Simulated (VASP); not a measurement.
Runs of VASP 6.6.1 on ZnO. The structure is that of space group P6_3mc (No. 186), or close to it. The cells are those of the table. 

```tsv
level	potentials or basis	cell	k mesh	cutoff (eV)	gap on the mesh (eV)	pressure (GPa)	largest force (eV/Å)
r2SCAN	VASP PAW PBE potentials, release 64 (Zn, O)	a = 3.226, b = 3.226, c = 10.473 Å, angles 90.0, 90.0, 120.0°, 8 atoms	12 × 12 × 4	520	1.18	1.3	0.01
PBE	VASP PAW PBE potentials, release 64 (Zn, O_h)	a = 3.239, b = 3.239, c = 10.523 Å, angles 90.0, 90.0, 120.0°, 8 atoms	9 × 9 × 2	910	(a)	4.9	0.01
PBE	VASP PAW PBE potentials, release 64 (Zn, O)	a = 3.226, b = 3.226, c = 10.473 Å, angles 90.0, 90.0, 120.0°, 8 atoms	12 × 12 × 4	520	(b)	7.1	0.01
r2SCAN	VASP PAW PBE potentials, release 64 (Zn, O)	a = 3.290, b = 3.290, c = 10.678 Å, angles 90.0, 90.0, 120.0°, 8 atoms	9 × 9 × 2	520	1.09	-7.0	0.01
```

Alike in all rows: task single point; no spin polarisation; smearing gaussian 0.01 eV.

Problem. Fill in the values left out.

Solution. (a) 0.72; (b) 0.74.

Caveats: the PAW data sets were made with another functional, which shifts forces and pressure a little (at least some runs); the cell stands under pressure (at least some runs); the cutoff is under 1.25 times the usual one of these potentials, so pressure, stress and relaxed cells hold a basis-set (Pulay) error (at least some runs); the cell stands under tension (at least some runs).

A k mesh can miss the band edges.
